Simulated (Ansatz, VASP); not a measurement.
Two plane-wave programs on Na3Al

```xyz
4
Lattice="0.0000 3.7986 3.7986 3.7986 0.0000 3.7986 3.7986 3.7986 0.0000" Properties=species:S:1:pos:R:3 pbc="T T T"
Na    1.8993    1.8993    1.8993
Na    5.6979    5.6979    5.6979
Na    3.7986    3.7986    3.7986
Al    0.0000    0.0000    0.0000
```

Alike in both runs: task single point; functional PBE; k mesh 5 × 5 × 5; no spin polarisation.

|  | VASP | Ansatz |
| --- | --- | --- |
| version | VASP 6.6.1 | Ansatz 0.2.0 |
| potentials or method | VASP PAW PBE potentials, release 64 (Na_pv, Al), cutoff 520 eV | plane waves, PAW |
| occupations | methfessel-paxton of order 1, width 0.1 eV | cold |
| valence electrons in the cell | 24 | 30 |

```csv
,VASP,Ansatz,Ansatz less VASP
pressure (GPa),0.6,0.6,-0.01
```

VASP's potentials hold 24 valence electrons a cell and Ansatz's 30, so a difference there can come from the potentials and not from the codes.
